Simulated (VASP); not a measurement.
# Pb (Fm-3m) in VASP: a series of runs

Runs on Pb. Level: PBE+D3(BJ). Tasks: single point, relaxation of cell and atoms.

Program: VASP 6.6.1. These are calculated values, not measurements. Logs are shortened: lines on timing, memory, paths and dates and some standing lists are left out, and cuts for length are marked.

## (1) The cell of the first run

Symmetry: Fm-3m, No. 225, cubic system. The conventional cell has a = 4.959 Å, b = 4.959 Å, c = 4.959 Å, α = 90.00°, β = 90.00°, γ = 90.00°. Pb (site symmetry m-3m) has 12 Pb at 3.51 Å within 4.6 Å.

## (2) Single point, PBE+D3(BJ)

INCAR reads:

```
PREC = Accurate
ENCUT = 520
EDIFF = 1E-6
ISMEAR = 0
SIGMA = 0.1
LREAL = F
LASPH = T
NELM = 80
ALGO = Normal
ISIF = 2
LWAVE = F
LCHARG = T
GGA = PE
IVDW = 12
LELF = T
LVHAR = T
NBANDS = 13
```

KPOINTS reads:

```
Automatic mesh
0
Gamma
  14 14 14
```

POSCAR reads:

```
Pb
1.0
    0.0000000000      2.4795358726      2.4795358726
    2.4795358726      0.0000000000      2.4795358726
    2.4795358726      2.4795358726      0.0000000000
Pb
1
Direct
    0.0000000000      0.0000000000      0.0000000000
```

Potentials or basis: VASP PAW PBE potentials, release 64 (Pb_d).

Started as:

```
cat potpaw_PBE.64/Pb_d/POTCAR > POTCAR
mpirun -np 1 vasp_std > vasp.out
```

OUTCAR:

```text
PREC = Accurate
   ENCUT = 520
   EDIFF = 1E-6
   ISMEAR = 0
   LREAL = F
   LASPH = T
   NELM = 80
   ISIF = 2
   GGA = PE
   IVDW = 12
 IVDW          = 12

 ion  position               nearest neighbor table
   1  0.000  0.000  0.000-

  LATTYP: Found a face centered cubic cell.
 ALAT       =     4.9590717452

  Lattice vectors:

 A1 = (   0.0000000000,   2.4795358726,   2.4795358726)
 A2 = (   2.4795358726,   0.0000000000,   2.4795358726)
 A3 = (   2.4795358726,   2.4795358726,   0.0000000000)

Analysis of symmetry for initial positions (statically):
=====================================================================
 Subroutine PRICEL returns:
 Original cell was already a primitive cell.

 Routine SETGRP: Setting up the symmetry group for a
 face centered cubic supercell.

 Subroutine GETGRP returns: Found 48 space group operations
 (whereof 48 operations were pure point group operations)
 out of a pool of 48 trial point group operations.

The static configuration has the point symmetry O_h .

Analysis of symmetry for dynamics (positions and initial velocities):
=====================================================================
 Subroutine PRICEL returns:
 Original cell was already a primitive cell.

 Routine SETGRP: Setting up the symmetry group for a
 face centered cubic supercell.

 Subroutine GETGRP returns: Found 48 space group operations
 (whereof 48 operations were pure point group operations)
 out of a pool of 48 trial point group operations.

The dynamic configuration has the point symmetry O_h .

 Subroutine INISYM returns: Found 48 space group operations
 (whereof 48 operations are pure point group operations),
 and found     1 'primitive' translations

----------------------------------------------------------------------------------------

                                     Primitive cell

  volume of cell :      30.4889

  direct lattice vectors                    reciprocal lattice vectors
     0.000000000  2.479535873  2.479535873    -0.201650642  0.201650642  0.201650642
     2.479535873  0.000000000  2.479535873     0.201650642 -0.201650642  0.201650642
     2.479535873  2.479535873  0.000000000     0.201650642  0.201650642 -0.201650642

  length of vectors
     3.506593259  3.506593259  3.506593259     0.349269157  0.349269157  0.349269157

  position of ions in fractional coordinates (direct lattice)
     0.000000000  0.000000000  0.000000000

  ion indices of the primitive-cell ions
   primitive index   ion index
                 1           1

----------------------------------------------------------------------------------------

 KPOINTS: Automatic mesh

Automatic generation of k-mesh.
 Grid dimensions read from file:
 generate k-points for:   14   14   14

 Generating k-lattice:

  Cartesian coordinates                     Fractional coordinates (reciprocal lattice)
    -0.014403617  0.014403617  0.014403617     0.071428571  0.000000000  0.000000000
     0.014403617 -0.014403617  0.014403617     0.000000000  0.071428571  0.000000000
     0.014403617  0.014403617 -0.014403617     0.000000000  0.000000000  0.071428571

  Length of vectors
     0.024947797  0.024947797  0.024947797

  Shift w.r.t. Gamma in fractional coordinates (k-lattice)
     0.000000000  0.000000000  0.000000000

 Subroutine IBZKPT returns following result:
 ===========================================

 Found    104 irreducible k-points:

 Following reciprocal coordinates:
            Coordinates               Weight
  0.000000  0.000000  0.000000      1.000000
  0.071429  0.000000  0.000000      8.000000
  0.142857  0.000000  0.000000      8.000000
  0.214286  0.000000  0.000000      8.000000
  0.285714  0.000000  0.000000      8.000000
  0.357143  0.000000  0.000000      8.000000
[... 16 lines left out ...]
  0.214286  0.142857  0.000000     24.000000
  0.285714  0.142857  0.000000     24.000000
 [... further k-points ...]
   k-points           NKPTS =    104   k-points in BZ     NKDIM =    104   number of bands    NBANDS=     13
   number of dos      NEDOS =    301   number of ions     NIONS =      1
   total plane-waves  NPLWV =  21952
   dimension x,y,z NGX =    28 NGY =   28 NGZ =   28
   dimension x,y,z NGXF=    56 NGYF=   56 NGZF=   56
   ions per type =               1
   NGX,Y,Z   is equivalent  to a cutoff of  13.27, 13.27, 13.27 a.u.
   NGXF,Y,Z  is equivalent  to a cutoff of  26.55, 26.55, 26.55 a.u.
 SYSTEM =  unknown system
   PREC   = accura    normal or accurate (medium, high low for compatibility)
   ISTART =      0    job   : 0-new  1-cont  2-samecut
   ICHARG =      2    charge: 1-file 2-atom 10-const
   ISPIN  =      1    spin polarized calculation?
   LNONCOLLINEAR =      F non collinear calculations
   LSORBIT =      F    spin-orbit coupling
   LASPH  =      T    aspherical Exc in radial PAW
   ENCUT  =  520.0 eV  38.22 Ry    6.18 a.u.   6.52  6.52  6.52*2*pi/ulx,y,z
   NELM   =     80;   NELMIN=  2; NELMDL= -5     # of ELM steps
   EDIFF  = 0.1E-05   stopping-criterion for ELM
   LREAL  =      F    real-space projection
   EDIFFG = 0.1E-04   stopping-criterion for IOM
   NSW    =      0    number of steps for IOM
   IBRION =     -1    ionic relax: 0-MD 1-quasi-New 2-CG
   NFREE  =      0    steps in history (QN), initial steepest desc. (CG)
   ISIF   =      2    stress and relaxation
   ISYM   =      2    0-nonsym 1-usesym 2-fastsym
   POTIM  = 0.5000    time-step for ionic-motion
   TEBEG  =    0.0;   TEEND  =   0.0 temperature during run
   PSTRESS=    0.0 pullay stress
   NELECT =      14.0000    total number of electrons
   NUPDOWN=      -1.0000    fix difference up-down
   EMIN   =  10.00;   EMAX   =-10.00  energy-range for DOS
   EFERMI =   0.00;   METHOD = LEGACY
   ISMEAR =     0;   SIGMA  =   0.10  broadening in eV -4-tet -1-fermi 0-gaus
   EFERMI_NEDOS =   21; number of points for ismear=-14 and -15
   IALGO  =     38    algorithm
   IMIX   =      4    mixing-type and parameters
     AMIX     =   0.40;   BMIX     =  1.00
     AMIX_MAG =   1.60;   BMIX_MAG =  1.00
  volume/ion in A,a.u.               =      30.49       205.75
  Fermi-wavevector in a.u.,A,eV,Ry     =   1.263001  2.386726 21.703635  1.595172
  Thomas-Fermi vector in A             =   2.396381
   LORBIT       =      0    0 simple, 1 ext, 2 COOP (PROOUT), +10 PAW based schemes
   GGA     = PE    functional components
   LHFCALC =     F    Hartree Fock is set to
   AEXX    =    0.0000 exact exchange contribution
   IVDW    =    12    specifies the selected vdW correction
   LEPSILON=     F    determine dielectric tensor
   LRPA    =     F    only Hartree local field effects (RPA)
 non-spin polarized calculation
 Gauss-broadening in eV      SIGMA  =   0.10
  energy-cutoff  :      520.00
  volume of cell :       30.49
 maximum number of plane-waves:       869
 NGX is ok and might be reduce to    28
   NGX = 13   NGY = 13   NGZ = 13

 number of electron      14.0000000 magnetization

 Free energy of the ion-electron system (eV)
  ---------------------------------------------------
  ext. energy  EPLUGINS =         0.00000000
  ---------------------------------------------------
  free energy    TOTEN  =        -3.55879427 eV

  energy without entropy =       -3.55662777  energy(sigma->0) =       -3.55771102

 E-fermi :   7.2565     XC(G=0): -10.1586

 val. band max:        7.1154159151   @ k =   0.3571   0.1429   0.0714
 cond. band min:       7.2582146164   @ k =   0.3571   0.2143   0.0000
 fundamental gap:      0.1427987013
 Fermi energy:         7.2564943292

 k-point     1 :       0.0000    0.0000    0.0000
  band No.  band energies     occupation
      1      -9.8473      2.00000
      2      -9.8473      2.00000
      3      -9.8473      2.00000
      4      -9.7097      2.00000
      5      -9.7097      2.00000
      6      -4.4964      2.00000
      7      14.5959      0.00000
      8      14.5959      0.00000
      9      14.5959      0.00000
     10      16.9806      0.00000
     11      18.4907      0.00000
     12      19.6651      0.00000
     13      19.6651      0.00000

 k-point     2 :       0.0714    0.0000    0.0000
  band No.  band energies     occupation
      1      -9.8474      2.00000
      2      -9.8400      2.00000
      3      -9.8400      2.00000
      4      -9.7102      2.00000
      5      -9.7102      2.00000
      6      -4.3987      2.00000
      7      13.4069      0.00000
      8      14.4728      0.00000
      9      14.4728      0.00000
     10      16.7468      0.00000
     11      19.0261      0.00000
     12      19.8841      0.00000
     13      19.8841      0.00000

 k-point     3 :       0.1429    0.0000    0.0000
  band No.  band energies     occupation
      1      -9.8486      2.00000
      2      -9.8234      2.00000
      3      -9.8234      2.00000
      4      -9.7075      2.00000
      5      -9.7075      2.00000
      6      -4.1055      2.00000
      7      11.2484      0.00000
      8      14.1599      0.00000
      9      14.1599      0.00000
     10      16.4564      0.00000
     11      19.8507      0.00000
     12      20.3175      0.00000
     13      20.3839      0.00000
[... 305 lines left out ...]
 k-point    23 :       0.2143    0.1429    0.0000
  band No.  band energies     occupation
      1      -9.8870      2.00000
      2      -9.7774      2.00000
      3      -9.7703      2.00000
      4      -9.7474      2.00000
      5      -9.6713      2.00000
      6      -3.6183      2.00000
      7      10.4743      0.00000
      8      12.3411      0.00000
      9      12.6480      0.00000
     10      15.8248      0.00000
     11      16.8343      0.00000
     12      21.3569      0.00000
     13      22.2343      0.00000

 k-point    24 :       0.2857    0.1429    0.0000
  band No.  band energies     occupation
      1      -9.8874      2.00000
      2      -9.7903      2.00000
      3      -9.7626      2.00000
      4      -9.7214      2.00000
      5      -9.6414      2.00000
      6      -3.0726      2.00000
      7       8.4531      0.00000
      8      11.9270      0.00000
      9      12.1667      0.00000
     10      15.6398      0.00000
     11      17.2293      0.00000
     12      20.9203      0.00000
     13      21.5999      0.00000

 [... further k-points ...]

------------------------ aborting loop because EDIFF is reached ----------------------------------------

 Edisp (eV)   -0.40739

 E8    (eV) :    -0.2065

  FORCE on cell =-STRESS in cart. coord.  units (eV):
  Direction    XX          YY          ZZ          XY          YZ          ZX
  --------------------------------------------------------------------------------------
  -------------------------------------------------------------------------------------
  Total      -0.01134    -0.01134    -0.01134     0.00000     0.00000     0.00000
  in kB      -0.59607    -0.59607    -0.59607     0.00000     0.00000     0.00000
  external pressure =       -0.60 kB  Pullay stress =        0.00 kB

 VOLUME and BASIS-vectors are now :
 -----------------------------------------------------------------------------
  energy-cutoff  :      520.00
  volume of cell :       30.49
      direct lattice vectors                 reciprocal lattice vectors
     0.000000000  2.479535873  2.479535873    -0.201650642  0.201650642  0.201650642
     2.479535873  0.000000000  2.479535873     0.201650642 -0.201650642  0.201650642
     2.479535873  2.479535873  0.000000000     0.201650642  0.201650642 -0.201650642

 POSITION                                       TOTAL-FORCE (eV/Angst)
 -----------------------------------------------------------------------------------
      0.00000      0.00000      0.00000         0.000000      0.000000      0.000000
 -----------------------------------------------------------------------------------
    total drift:                               -0.000000     -0.000000     -0.000000

  FREE ENERGIE OF THE ION-ELECTRON SYSTEM (eV)
  ---------------------------------------------------
  free  energy   TOTEN  =        -3.9661799998 eV

  energy  without entropy=       -3.9640135058  energy(sigma->0) =       -3.96509675
```

It took 22 s on 1 thread of Intel Xeon Platinum 8488C (Sapphire Rapids), shared host; peak memory 0.19 GiB.

Results:

```
Free energy                : -3.9662 eV
Pressure                   : -0.1 GPa
Band gap on the k mesh     : zero (band 7 reaches 14.60 eV, above the bottom of band 8 at 5.67 eV)
Dispersion energy per atom : -0.407 eV
```

Caveat: spin-orbit coupling is left out, which moves the levels of the heavy elements; pairwise dispersion overbinds metals, which lowers pressure and volume.

## (3) Relaxation of cell and atoms, PBE+D3(BJ)

This run uses another cell than the first one, of 31.05 Å³/atom, 1.019 times its volume.

INCAR reads:

```
  ALGO = Normal
  EDIFF = 1E-6
  EDIFFG = -0.005
  ENCUT = 600
  GGA = PE
  IBRION = 2
  ISIF = 3
  ISMEAR = 0
  IVDW = 12
  LASPH = True
  LCHARG = False
  LREAL = False
  LWAVE = False
  NELM = 60
  NSW = 100
  PREC = Accurate
  SIGMA = 0.1
```

KPOINTS reads:

```
k-points
0
Gamma
  14 14 14
```

POSCAR reads:

```
Pb
1.0
    0.0000000000      2.4947547435      2.4947547435
    2.4947547435      0.0000000000      2.4947547435
    2.4947547435      2.4947547435      0.0000000000
Pb
1
Direct
    0.0000000000      0.0000000000      0.0000000000
```

Potentials or basis: VASP PAW PBE potentials, release 64 (Pb_d).

Started as:

```
cat potpaw_PBE.64/Pb_d/POTCAR > POTCAR
mpirun -np 1 vasp_std > vasp.out
```

Run time: 51 s. Hardware: 1 thread of Intel Xeon Platinum 8488C (Sapphire Rapids), shared host; peak memory 0.2 GiB.

It converged, with:

```yaml
Free_energy: -3.9663 eV
Relaxed_volume: 30.48 Å³/atom
Relaxed_cell: a = 3.506 Å, b = 3.506 Å, c = 3.506 Å, α = 60.00°, β = 60.00°, γ = 60.00°
Space_group_after_relaxing_to_0.05_Å: Fm-3m (No. 225)
Energy_gained_by_relaxing: 1.4 meV/atom
Ionic_steps: 3
Pressure_after_relaxing: 0.0 GPa
Band_gap_on_the_k_mesh: zero (band 7 reaches 14.60 eV, above the bottom of band 8 at 5.68 eV)
Dispersion_energy_per_atom: -0.407 eV
```

Step by step:
```csv
step,energy change (eV),largest force (eV/Å),pressure (GPa),volume (Å³)
1,0.0000,0.0000,-0.78,31.05
2,-0.0014,0.0000,0.16,30.38
3,-0.0014,0.0000,0.01,30.48
```

Final structure:
```
Pb
1.0
     0.00000    2.47934    2.47934
     2.47934    0.00000    2.47934
     2.47934    2.47934    0.00000
Pb
1
Direct
  0.00000 0.00000 0.00000
```

Levels at points of the mesh, in eV from the Fermi level:
| k point | band 4 | band 5 | band 6 | band 7 | band 8 | band 9 | band 10 | band 11 |
| --- | --- | --- | --- | --- | --- | --- | --- | --- |
| (0.00, 0.00, 0.00) | -16.97 | -16.97 | -11.75 | 7.34 | 7.34 | 7.34 | 9.72 | 11.24 |
| (0.50, 0.00, 0.00) | -16.83 | -16.83 | -8.16 | -4.22 | 5.52 | 5.52 | 9.20 | 9.38 |
| (0.50, 0.50, 0.00) | -16.80 | -16.80 | -6.76 | -3.29 | 2.01 | 2.01 | 5.33 | 6.60 |

Caveat: spin-orbit coupling is left out, which moves the levels of the heavy elements; pairwise dispersion overbinds metals, which lowers pressure and volume.

## (4) Single point, PBE+D3(BJ)

This run uses another cell than the first one, of 31.05 Å³/atom, 1.019 times its volume.

INCAR reads:

```
PREC = Accurate
ENCUT = 500
EDIFF = 1E-6
ISMEAR = 0
SIGMA = 0.1
LREAL = F
LASPH = T
NELM = 120
ALGO = Normal
ISIF = 2
LWAVE = F
LCHARG = F
GGA = PE
IVDW = 12
NBANDS = 13
GGA_COMPAT = F
```

KPOINTS reads:

```
Automatic mesh
0
Gamma
  6 6 6
```

POSCAR is that of step 3.

Started as:

```
cat potpaw_PBE.64/Pb_d/POTCAR > POTCAR
mpirun -np 1 vasp_std > vasp.out
```

Run time: 13 s. Hardware: 1 thread of Intel Xeon 8259CL, shared host; peak memory 0.16 GiB.

Results (log left out):

| Property | Result |
| --- | --- |
| Free energy | -3.8646 eV |
| Pressure | -0.1 GPa |
| Band gap on the k mesh | zero (band 7 reaches 14.26 eV, above the bottom of band 8 at 5.53 eV) |
| Dispersion energy per atom | -0.400 eV |

Levels at points of the mesh, in eV from the Fermi level:
| k point | band 3 | band 4 | band 5 | band 6 | band 7 | band 8 | band 9 | band 10 | band 11 | band 12 |
| --- | --- | --- | --- | --- | --- | --- | --- | --- | --- | --- |
| (0.00, 0.00, 0.00) | -17.15 | -17.02 | -17.02 | -11.70 | 7.12 | 7.12 | 7.12 | 9.63 | 10.94 | 12.20 |
| (0.50, 0.00, 0.00) | -17.14 | -16.89 | -16.89 | -8.21 | -4.20 | 5.34 | 5.34 | 9.12 | 9.15 | 10.95 |
| (0.50, 0.50, 0.00) | -16.91 | -16.86 | -16.86 | -6.86 | -3.29 | 1.91 | 1.91 | 5.21 | 6.46 | 18.01 |

Caveat: the k points lie up to 0.36 Å⁻¹ apart; spin-orbit coupling is left out, which moves the levels of the heavy elements; pairwise dispersion overbinds metals, which lowers pressure and volume.

## (5) Overview

| task | cell | k mesh | cutoff (eV) | gap on the mesh (eV) | pressure (GPa) |
| --- | --- | --- | --- | --- | --- |
| single point | a = 3.507 Å, angles 60.0°, 1 atom | 14 × 14 × 14 | 520 | none | -0.1 |
| relaxation of cell and atoms | relaxed from a = 3.528 Å, angles 60.0°, 1 atom | 14 × 14 × 14 | 600 | none | 0.0 |
| single point | a = 3.528 Å, angles 60.0°, 1 atom | 6 × 6 × 6 | 500 | none | -0.1 |

Alike in all rows: level PBE+D3(BJ); potentials or basis VASP PAW PBE potentials, release 64 (Pb_d); no spin polarisation; smearing gaussian 0.1 eV.

Caveats: some runs use coarse meshes; spin-orbit coupling is left out, which moves the levels of the heavy elements; pairwise dispersion overbinds metals, which lowers pressure and volume.

Total energies depend on the potentials used, so only differences within one code and one set of settings carry meaning.
